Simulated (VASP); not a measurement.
A run of VASP 6.6.1:

File INCAR:

```
PREC = Accurate
ENCUT = 750
EDIFF = 1E-6
ISMEAR = 0
SIGMA = 0.1
LREAL = False
LASPH = True
NELM = 120
ALGO = Normal
ISIF = 2
LWAVE = False
LCHARG = False
GGA = CA
NBANDS = 15
GGA_COMPAT = False
```

The input KPOINTS:

```
Automatic mesh
0
Gamma
  8 8 8
```

The input POSCAR:

```
MgO
1.0
    0.0000000000      2.0805909286      2.0805909286
    2.0805909286      0.0000000000      2.0805909286
    2.0805909286      2.0805909286      0.0000000000
Mg O
1 1
Direct
    0.0000000000      0.0000000000      0.0000000000
    0.5000000000      0.5000000000      0.5000000000
```

Potentials or basis: VASP PAW LDA potentials, release 64 (Mg_sv, O).

Launch:

```console
$ cat potpaw_LDA.64/Mg_sv/POTCAR potpaw_LDA.64/O/POTCAR > POTCAR
$ mpirun -np 1 vasp_std > vasp.out
```

Hardware: 1 thread of AMD EPYC 7R43 64-Core Processor (Zen 3) (shared host).

Task: How long does it take, and how much memory?

Result: It took 15 s on 1 thread of AMD EPYC 7R43 64-Core Processor (Zen 3), on a shared host, peak memory 0.11 GiB. Counts: scf iterations 12, k points 29.
